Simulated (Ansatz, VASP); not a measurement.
One calculation of BP, two programs

INCAR

```
PREC = Accurate
ENCUT = 520
EDIFF = 1E-6
ISMEAR = 0
SIGMA = 0.05
LREAL = False
LASPH = True
NELM = 100
ALGO = Normal
ISIF = 2
LWAVE = False
LCHARG = True
GGA = PE
LELF = True
LVHAR = True
NBANDS = 11
```

Contents of KPOINTS:

```
Automatic mesh
0
Gamma
  10 10 10
```

POSCAR

```
BP
1.0
    0.0000000000      2.3597600000      2.1782400000
    2.3597600000      0.0000000000      2.1782400000
    2.3597600000      2.3597600000      0.0000000000
B P
1 1
Direct
    0.0000000000      0.0000000000      0.0000000000
    0.7500000000      0.7500000000      0.7500000000
```

Input for Ansatz:

```yaml
crystal:
  lattice:
    - [0.0, 2.35976, 2.17824]
    - [2.35976, 0.0, 2.17824]
    - [2.35976, 2.35976, 0.0]
  atoms:
    - { symbol: B, position: [0.0, 0.0, 0.0] }
    - { symbol: P, position: [0.75, 0.75, 0.75] }
basis:
  ecutwfc: 420
kpoints:
  mp_grid: { grid: [10, 10, 10] }
hamiltonian:
  xc: pbe
scf:
  occupations: { method: gaussian, width: 0.05 }
output:
  forces: true
  stress: true
  eigenvalues: true
```

Change from the starting cell: strain +0.040 along x and y, -0.040 along z, atoms carried along.

Alike in both runs: task single point; functional PBE; k mesh 10 × 10 × 10; occupations gaussian, width 0.05 eV; no spin polarisation.

|  | VASP | Ansatz |
| --- | --- | --- |
| version | VASP 6.6.1 | Ansatz 0.2.0 |
| potentials or method | VASP PAW PBE potentials, release 64 (B, P), cutoff 520 eV | scalar-relativistic, plane waves, PAW |
| valence electrons in the cell | 8 | 8 |

```tsv
	VASP	Ansatz	Ansatz less VASP
gap on the k mesh at the Fermi level (eV)	0.14	0.15	+0.005
least direct gap on the mesh (eV)	2.60	2.60	+0.004
pressure (GPa)	-5.0	-4.8	+0.20
traceless stress, the component that is largest in VASP (GPa)	12.36	12.34	-0.017
```

With one functional, cell and mesh, what is left measures potentials, basis and numerics.
